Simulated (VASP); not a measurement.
# GaP3 in VASP: a series of runs

Runs on GaP3. Level: PBE. Tasks: single point, relaxation of cell and atoms.

Everything below comes from runs of VASP 6.6.1. Logs are shortened: lines on timing, memory, paths and dates and some standing lists are left out, and cuts for length are marked.

### 1 The cell of the first run

Symmetry: Pm-3m, No. 221, cubic system. Conventional cell: a = 4.076 Å, b = 4.076 Å, c = 4.076 Å, α = 90.00°, β = 90.00°, γ = 90.00°. Within 3.8 Å of Ga (site symmetry m-3m) lie 12 P at 2.88 Å. P (site symmetry 4/mmm) has 4 Ga at 2.88 Å and 8 P at 2.88 Å within 3.8 Å.

### 2 Single point, PBE

File INCAR:

```
SYSTEM = GaP3
  PREC = Accurate
  ENCUT = 520
  EDIFF = 1E-6
  ISMEAR = 0
  SIGMA = 0.1
  LREAL = .False.
  LASPH = .True.
  NELM = 60
  ALGO = Normal
  ISIF = 2
  LWAVE = .False.
  LCHARG = .True.
  GGA = PE
  LELF = .True.
  LVHAR = .True.
  NBANDS = 22
```

File KPOINTS:

```
regular mesh
0
Gamma
  4 4 4
  0 0 0
```

File POSCAR:

```
GaP3
1.0
    4.0756470366      0.0000000000      0.0000000000
    0.0000000000      4.0756470366      0.0000000000
    0.0000000000      0.0000000000      4.0756470366
Ga P
1 3
Direct
    0.0000000000      0.0000000000      0.0000000000
    0.0000000000      0.5000000000      0.5000000000
    0.5000000000      0.0000000000      0.5000000000
    0.5000000000      0.5000000000      0.0000000000
```

Potentials or basis: VASP PAW PBE potentials, release 64 (Ga_d, P).

Run with:

```console
$ cat potpaw_PBE.64/Ga_d/POTCAR potpaw_PBE.64/P/POTCAR > POTCAR
$ mpirun -np 1 vasp_std > vasp.out
```

OUTCAR:

```text
SYSTEM = GaP3
   PREC = Accurate
   ENCUT = 520
   EDIFF = 1E-6
   ISMEAR = 0
   LREAL = .False.
   LASPH = .True.
   NELM = 60
   ISIF = 2
   GGA = PE

 ion  position               nearest neighbor table
   1  0.000  0.000  0.000-   2 2.88   3 2.88   4 2.88   2 2.88   3 2.88   2 2.88   4 2.88   2 2.88
                             3 2.88   4 2.88   3 2.88   4 2.88
   2  0.000  0.500  0.500-   1 2.88   3 2.88   4 2.88   1 2.88   4 2.88   1 2.88   3 2.88   1 2.88
                             3 2.88   4 2.88   4 2.88   3 2.88
   3  0.500  0.000  0.500-   1 2.88   2 2.88   4 2.88   1 2.88   4 2.88   2 2.88   4 2.88   4 2.88
                             1 2.88   2 2.88   1 2.88   2 2.88
   4  0.500  0.500  0.000-   1 2.88   2 2.88   3 2.88   2 2.88   3 2.88   1 2.88   3 2.88   3 2.88
                             1 2.88   2 2.88   2 2.88   1 2.88

  LATTYP: Found a simple cubic cell.
 ALAT       =     4.0756470366

  Lattice vectors:

 A1 = (   4.0756470366,   0.0000000000,   0.0000000000)
 A2 = (   0.0000000000,   4.0756470366,   0.0000000000)
 A3 = (   0.0000000000,   0.0000000000,   4.0756470366)

Analysis of symmetry for initial positions (statically):
=====================================================================
 Subroutine PRICEL returns:
 Original cell was already a primitive cell.

 Routine SETGRP: Setting up the symmetry group for a
 simple cubic supercell.

 Subroutine GETGRP returns: Found 48 space group operations
 (whereof 48 operations were pure point group operations)
 out of a pool of 48 trial point group operations.

The static configuration has the point symmetry O_h .

Analysis of symmetry for dynamics (positions and initial velocities):
=====================================================================
 Subroutine PRICEL returns:
 Original cell was already a primitive cell.

 Routine SETGRP: Setting up the symmetry group for a
 simple cubic supercell.

 Subroutine GETGRP returns: Found 48 space group operations
 (whereof 48 operations were pure point group operations)
 out of a pool of 48 trial point group operations.

The dynamic configuration has the point symmetry O_h .

 Subroutine INISYM returns: Found 48 space group operations
 (whereof 48 operations are pure point group operations),
 and found     1 'primitive' translations

----------------------------------------------------------------------------------------

                                     Primitive cell

  volume of cell :      67.7002

  direct lattice vectors                    reciprocal lattice vectors
     4.075647037  0.000000000  0.000000000     0.245359814  0.000000000  0.000000000
[... 77 lines left out ...]
   EDIFFG = 0.1E-04   stopping-criterion for IOM
   NSW    =      0    number of steps for IOM
   IBRION =     -1    ionic relax: 0-MD 1-quasi-New 2-CG
   NFREE  =      0    steps in history (QN), initial steepest desc. (CG)
   ISIF   =      2    stress and relaxation
   ISYM   =      2    0-nonsym 1-usesym 2-fastsym
   POTIM  = 0.5000    time-step for ionic-motion
   TEBEG  =    0.0;   TEEND  =   0.0 temperature during run
   PSTRESS=    0.0 pullay stress
   NELECT =      28.0000    total number of electrons
   NUPDOWN=      -1.0000    fix difference up-down
   EMIN   =  10.00;   EMAX   =-10.00  energy-range for DOS
   EFERMI =   0.00;   METHOD = LEGACY
   ISMEAR =     0;   SIGMA  =   0.10  broadening in eV -4-tet -1-fermi 0-gaus
   EFERMI_NEDOS =   21; number of points for ismear=-14 and -15
   IALGO  =     38    algorithm
   IMIX   =      4    mixing-type and parameters
     AMIX     =   0.40;   BMIX     =  1.00
     AMIX_MAG =   1.60;   BMIX_MAG =  1.00
  volume/ion in A,a.u.               =      16.93       114.22
  Fermi-wavevector in a.u.,A,eV,Ry     =   1.219732  2.304959 20.242002  1.487745
  Thomas-Fermi vector in A             =   2.354974
   LORBIT       =      0    0 simple, 1 ext, 2 COOP (PROOUT), +10 PAW based schemes
   GGA     = PE    functional components
   LHFCALC =     F    Hartree Fock is set to
   AEXX    =    0.0000 exact exchange contribution
   IVDW    =     0    specifies the selected vdW correction
   LEPSILON=     F    determine dielectric tensor
   LRPA    =     F    only Hartree local field effects (RPA)
 non-spin polarized calculation
 Gauss-broadening in eV      SIGMA  =   0.10
  energy-cutoff  :      520.00
  volume of cell :       67.70
 maximum number of plane-waves:      1856
   NGX = 15   NGY = 15   NGZ = 15

 number of electron      28.0000023 magnetization

 Free energy of the ion-electron system (eV)
  ---------------------------------------------------
  ext. energy  EPLUGINS =         0.00000000
  ---------------------------------------------------
  free energy    TOTEN  =       -16.54705819 eV

  energy without entropy =      -16.53819794  energy(sigma->0) =      -16.54262806

 E-fermi :   7.3558     XC(G=0): -10.9875

 val. band max:        7.3063324627   @ k =   0.5000   0.2500   0.0000
 cond. band min:       7.6042466759   @ k =   0.5000   0.5000   0.0000
 fundamental gap:      0.2979142132
 Fermi energy:         7.3557690470

 k-point     1 :       0.0000    0.0000    0.0000
  band No.  band energies     occupation
      1      -7.4704      2.00000
      2      -7.4704      2.00000
      3      -7.4385      2.00000
      4      -7.4385      2.00000
      5      -7.4385      2.00000
      6      -6.9041      2.00000
[... 239 lines left out ...]
     21      16.0063      0.00000
     22      17.3468      0.00000

------------------------ aborting loop because EDIFF is reached ----------------------------------------

  FORCE on cell =-STRESS in cart. coord.  units (eV):
  Direction    XX          YY          ZZ          XY          YZ          ZX
  --------------------------------------------------------------------------------------
  -------------------------------------------------------------------------------------
  Total       -1.2320790     -1.2320790     -1.2320790     -0.0000000     -0.0000000     -0.0000000
  in kB      -29.1581145    -29.1581145    -29.1581145     -0.0000000     -0.0000000     -0.0000000
  external PRESSURE =     -29.1581145 kB  Pullay stress =       0.0000000 kB

 VOLUME and BASIS-vectors are now :
 -----------------------------------------------------------------------------
  energy-cutoff  :      520.00
  volume of cell :       67.70
      direct lattice vectors                 reciprocal lattice vectors
     4.075647037  0.000000000  0.000000000     0.245359814  0.000000000  0.000000000
     0.000000000  4.075647037  0.000000000     0.000000000  0.245359814  0.000000000
     0.000000000  0.000000000  4.075647037     0.000000000  0.000000000  0.245359814

 POSITION                                       TOTAL-FORCE (eV/Angst)
 -----------------------------------------------------------------------------------
      0.00000      0.00000      0.00000         0.000000      0.000000      0.000000
      0.00000      2.03782      2.03782         0.000000      0.000000      0.000000
      2.03782      0.00000      2.03782         0.000000      0.000000      0.000000
      2.03782      2.03782      0.00000         0.000000      0.000000      0.000000
 -----------------------------------------------------------------------------------
    total drift:                                0.000000      0.000000     -0.000000

  FREE ENERGIE OF THE ION-ELECTRON SYSTEM (eV)
  ---------------------------------------------------
  free  energy   TOTEN  =       -16.5470581919 eV

  energy  without entropy=      -16.5381979352  energy(sigma->0) =      -16.54262806
```

It took 14 s on 1 thread of Intel Xeon 8259CL, shared host; peak memory 0.17 GiB.

Results:

```yaml
Free_energy: -16.5471 eV
Pressure: -2.9 GPa
Band_gap_on_the_k_mesh: zero (bands 14 and 15 overlap by 5.45 eV)
```

Levels at points of the mesh, in eV from the Fermi level:
```csv
k point,band 10,band 11,band 12,band 13,band 14,band 15,band 16,band 17,band 18,band 19
"(0.00, 0.00, 0.00)",-5.15,-5.15,-3.54,0.61,0.61,0.61,2.41,2.41,2.41,5.64
"(0.50, 0.00, 0.00)",-3.50,-3.50,-2.60,-2.60,-1.50,-1.09,2.51,2.51,2.91,3.56
"(0.50, 0.50, 0.00)",-2.54,-1.72,-1.66,-1.66,-1.45,-1.45,0.25,1.40,3.67,3.86
"(0.50, 0.50, 0.50)",-6.12,-6.12,-6.12,-5.33,4.00,4.00,4.00,4.04,4.04,8.65
```

Caveat: the k points lie up to 0.39 Å⁻¹ apart, too coarse for converged energies and pressures of a metal.

### 3 Single point, PBE

This run uses another cell than the first one, of 16.56 Å³/atom.

File INCAR:

```
SYSTEM = GaP3
PREC = Accurate ; ENCUT = 520
EDIFF = 1E-7 ; ISMEAR = 0
SIGMA = 0.1 ; LREAL = .False.
LASPH = .True. ; NELM = 60
ALGO = Normal ; ISIF = 2
LWAVE = .False. ; LCHARG = .False.
GGA = PE ; NBANDS = 22
```

File KPOINTS:

```
Automatic mesh
0
Gamma
  4 4 4
  0 0 0
```

File POSCAR:

```
GaP3
1.0
    4.0597117286      0.0000000000      0.0000000000
    0.0000000000      4.0597117286      0.0000000000
    0.0000000000      0.0000000000      4.0179835583
Ga P
1 3
Direct
    0.0000000000      0.0000000000      0.0000000000
    0.0000000000      0.5000000000      0.5000000000
    0.5000000000      0.0000000000      0.5000000000
    0.5000000000      0.5000000000      0.0000000000
```

Potentials or basis: VASP PAW PBE potentials, release 64 (Ga_d, P).

Run with:

```console
$ cat potpaw_PBE.64/Ga_d/POTCAR potpaw_PBE.64/P/POTCAR > POTCAR
$ mpirun -np 1 vasp_std > vasp.out
```

Run time: 22 s. Hardware: 1 thread of Intel Xeon 8259CL, shared host; peak memory 0.17 GiB.

It converged, with:

```yaml
Free_energy: -16.5677 eV
Pressure: -1.2 GPa
Band_gap_on_the_k_mesh: zero (bands 14 and 15 overlap by 5.54 eV)
```

Stress tensor (GPa, compression positive):
```
-0.77  0.00  0.00
 0.00 -0.77  0.00
 0.00  0.00 -2.07
```

Levels at points of the mesh, in eV from the Fermi level:
| k point | band 11 | band 12 | band 13 | band 14 | band 15 | band 16 | band 17 | band 18 |
| --- | --- | --- | --- | --- | --- | --- | --- | --- |
| (0.00, 0.00, 0.00) | -5.25 | -3.59 | 0.58 | 0.58 | 0.59 | 2.42 | 2.42 | 2.43 |
| (0.50, 0.00, 0.00) | -3.59 | -2.77 | -2.67 | -1.58 | -1.18 | 2.53 | 2.60 | 2.95 |
| (0.50, 0.50, 0.00) | -1.80 | -1.62 | -1.62 | -1.50 | -1.50 | 0.38 | 1.37 | 3.62 |
| (0.00, 0.00, 0.50) | -3.63 | -2.75 | -2.75 | -1.66 | -1.24 | 2.47 | 2.47 | 3.09 |
| (0.50, 0.00, 0.50) | -1.85 | -1.75 | -1.75 | -1.57 | -1.54 | 0.20 | 1.27 | 3.77 |
| (0.50, 0.50, 0.50) | -6.33 | -6.30 | -5.44 | 4.00 | 4.03 | 4.12 | 4.12 | 4.20 |

Caveat: the k points lie up to 0.39 Å⁻¹ apart, too coarse for converged energies and pressures of a metal.

### 4 Single point, PBE

This run uses another cell than the first one, of 15.93 Å³/atom.

File INCAR:

```
SYSTEM = GaP3
ALGO = Normal
EDIFF = 1E-7
ENCUT = 520
GGA = PE
ISIF = 2
ISMEAR = 0
LASPH = .True.
LCHARG = .False.
LREAL = .False.
LWAVE = .False.
NBANDS = 22
NELM = 100
PREC = Accurate
SIGMA = 0.1
```

File KPOINTS:

```
k-points
0
Gamma
  12 12 12
  0 0 0
```

File POSCAR:

```
GaP3
1.0
    3.9942802255      0.0000000000      0.0000000000
    0.0000000000      3.9942802255      0.0000000000
    0.0000000000      0.0000000000      3.9942802255
Ga P
1 3
Direct
    0.0000000000      0.0000000000      0.0000000000
    0.0000000000      0.5000000000      0.5000000000
    0.5000000000      0.0000000000      0.5000000000
    0.5000000000      0.5000000000      0.0000000000
```

Potentials or basis: VASP PAW PBE potentials, release 64 (Ga_d, P).

Run with:

```console
$ cat potpaw_PBE.64/Ga_d/POTCAR potpaw_PBE.64/P/POTCAR > POTCAR
$ mpirun -np 1 vasp_std > vasp.out
```

OUTCAR:

```text
SYSTEM = GaP3
   EDIFF = 1E-7
   ENCUT = 520
   GGA = PE
   ISIF = 2
   ISMEAR = 0
   LASPH = .True.
   LREAL = .False.
   NELM = 100
   PREC = Accurate

 ion  position               nearest neighbor table
   1  0.000  0.000  0.000-   2 2.82   3 2.82   4 2.82   2 2.82   3 2.82   2 2.82   4 2.82   2 2.82
                             3 2.82   4 2.82   3 2.82   4 2.82
   2  0.000  0.500  0.500-   1 2.82   3 2.82   4 2.82   1 2.82   4 2.82   1 2.82   3 2.82   1 2.82
                             3 2.82   4 2.82   4 2.82   3 2.82
   3  0.500  0.000  0.500-   1 2.82   2 2.82   4 2.82   1 2.82   4 2.82   2 2.82   4 2.82   4 2.82
                             1 2.82   2 2.82   1 2.82   2 2.82
   4  0.500  0.500  0.000-   1 2.82   2 2.82   3 2.82   2 2.82   3 2.82   1 2.82   3 2.82   3 2.82
                             1 2.82   2 2.82   2 2.82   1 2.82

  LATTYP: Found a simple cubic cell.
 ALAT       =     3.9942802255

  Lattice vectors:

 A1 = (   3.9942802255,   0.0000000000,   0.0000000000)
 A2 = (   0.0000000000,   3.9942802255,   0.0000000000)
 A3 = (   0.0000000000,   0.0000000000,   3.9942802255)

Analysis of symmetry for initial positions (statically):
=====================================================================
 Subroutine PRICEL returns:
 Original cell was already a primitive cell.

 Routine SETGRP: Setting up the symmetry group for a
 simple cubic supercell.

 Subroutine GETGRP returns: Found 48 space group operations
 (whereof 48 operations were pure point group operations)
 out of a pool of 48 trial point group operations.

The static configuration has the point symmetry O_h .

Analysis of symmetry for dynamics (positions and initial velocities):
=====================================================================
 Subroutine PRICEL returns:
 Original cell was already a primitive cell.

 Routine SETGRP: Setting up the symmetry group for a
 simple cubic supercell.

 Subroutine GETGRP returns: Found 48 space group operations
 (whereof 48 operations were pure point group operations)
 out of a pool of 48 trial point group operations.

[... 126 lines left out ...]
  Fermi-wavevector in a.u.,A,eV,Ry     =   1.244579  2.351912 21.075095  1.548976
  Thomas-Fermi vector in A             =   2.378839
   LORBIT       =      0    0 simple, 1 ext, 2 COOP (PROOUT), +10 PAW based schemes
   GGA     = PE    functional components
   LHFCALC =     F    Hartree Fock is set to
   AEXX    =    0.0000 exact exchange contribution
   IVDW    =     0    specifies the selected vdW correction
   LEPSILON=     F    determine dielectric tensor
   LRPA    =     F    only Hartree local field effects (RPA)
 non-spin polarized calculation
 Gauss-broadening in eV      SIGMA  =   0.10
  energy-cutoff  :      520.00
  volume of cell :       63.73
 maximum number of plane-waves:      1747
 NGX is ok and might be reduce to    30
   NGX = 15   NGY = 15   NGZ = 15

 number of electron      27.9999988 magnetization

 Free energy of the ion-electron system (eV)
  ---------------------------------------------------
  ext. energy  EPLUGINS =         0.00000000
  ---------------------------------------------------
  free energy    TOTEN  =       -16.60363124 eV

  energy without entropy =      -16.59818048  energy(sigma->0) =      -16.60090586

 E-fermi :   8.2032     XC(G=0): -11.2695

 val. band max:        8.1879875197   @ k =   0.4167   0.2500   0.1667
 cond. band min:       8.2068886369   @ k =   0.5000   0.4167   0.0833
 fundamental gap:      0.0189011172
 Fermi energy:         8.2031730280

 k-point     1 :       0.0000    0.0000    0.0000
  band No.  band energies     occupation
      1      -6.7182      2.00000
      2      -6.6957      2.00000
      3      -6.6957      2.00000
      4      -6.6537      2.00000
      5      -6.6537      2.00000
      6      -6.6537      2.00000
[... 589 lines left out ...]
     21      15.3496      0.00000
     22      16.6121      0.00000

 [... further k-points ...]

------------------------ aborting loop because EDIFF is reached ----------------------------------------

  FORCE on cell =-STRESS in cart. coord.  units (eV):
  Direction    XX          YY          ZZ          XY          YZ          ZX
  --------------------------------------------------------------------------------------
  -------------------------------------------------------------------------------------
  Total       -0.0093096     -0.0093096     -0.0093096      0.0000000      0.0000000     -0.0000000
  in kB       -0.2340589     -0.2340589     -0.2340589      0.0000000      0.0000000     -0.0000000
  external PRESSURE =      -0.2340589 kB  Pullay stress =       0.0000000 kB

 VOLUME and BASIS-vectors are now :
 -----------------------------------------------------------------------------
  energy-cutoff  :      520.00
  volume of cell :       63.73
      direct lattice vectors                 reciprocal lattice vectors
     3.994280225  0.000000000  0.000000000     0.250357998  0.000000000  0.000000000
     0.000000000  3.994280225  0.000000000     0.000000000  0.250357998  0.000000000
     0.000000000  0.000000000  3.994280225     0.000000000  0.000000000  0.250357998

 POSITION                                       TOTAL-FORCE (eV/Angst)
 -----------------------------------------------------------------------------------
      0.00000      0.00000      0.00000         0.000000      0.000000      0.000000
      0.00000      1.99714      1.99714         0.000000      0.000000      0.000000
      1.99714      0.00000      1.99714         0.000000      0.000000      0.000000
      1.99714      1.99714      0.00000         0.000000      0.000000      0.000000
 -----------------------------------------------------------------------------------
    total drift:                                0.000000      0.000000     -0.000000

  FREE ENERGIE OF THE ION-ELECTRON SYSTEM (eV)
  ---------------------------------------------------
  free  energy   TOTEN  =       -16.6036312437 eV

  energy  without entropy=      -16.5981804802  energy(sigma->0) =      -16.60090586
```

OSZICAR:

```text
N       E                     dE             d eps       ncg     rms          rms(c)
DAV:   1     0.164757690119E+03    0.16476E+03   -0.12974E+04  4006   0.164E+03
DAV:   2     0.948443250825E+00   -0.16381E+03   -0.15526E+03  4052   0.389E+02
DAV:   3    -0.161441348497E+02   -0.17093E+02   -0.16427E+02  4564   0.891E+01
DAV:   4    -0.166655940591E+02   -0.52146E+00   -0.51899E+00  4596   0.154E+01
DAV:   5    -0.166783901966E+02   -0.12796E-01   -0.12792E-01  4746   0.238E+00    0.615E+00
DAV:   6    -0.166212984889E+02    0.57092E-01   -0.81314E-02  5220   0.558E+00    0.355E+00
DAV:   7    -0.166037857896E+02    0.17513E-01   -0.39819E-02  5858   0.188E+00    0.275E-01
DAV:   8    -0.166035961338E+02    0.18966E-03   -0.34413E-03  4884   0.816E-01    0.102E-01
DAV:   9    -0.166036375443E+02   -0.41410E-04   -0.27316E-04  4648   0.113E-01    0.735E-02
DAV:  10    -0.166036309986E+02    0.65458E-05   -0.13665E-05  4526   0.256E-02    0.139E-02
DAV:  11    -0.166036315159E+02   -0.51737E-06   -0.96211E-07  4730   0.614E-03    0.506E-03
DAV:  12    -0.166036312787E+02    0.23725E-06   -0.96534E-08  3024   0.242E-03    0.137E-03
DAV:  13    -0.166036312437E+02    0.34961E-07   -0.35005E-08  2832   0.218E-03
   1 F= -.16603631E+02 E0= -.16600906E+02  d E =-.545076E-02
```

stdout:

```text
POSCAR found type information on POSCAR GaP
 POSCAR found :  2 types and       4 ions
 scaLAPACK will be used
 LDA part: xc-table for (Slater+PW92), standard interpolation
 POSCAR, INCAR and KPOINTS ok, starting setup
 FFT: planning ... GRIDC
 FFT: planning ... GRID_SOFT
 FFT: planning ... GRID
 WAVECAR not read
 entering main loop
```

Run time: 96 s. Hardware: 1 thread of Intel Xeon 8259CL, shared host; peak memory 0.24 GiB.

Results:

```
Free energy            : -16.6036 eV
Pressure               : 0.0 GPa
Band gap on the k mesh : zero (bands 14 and 15 overlap by 5.90 eV)
```

(Continued in part 2 of 2.)
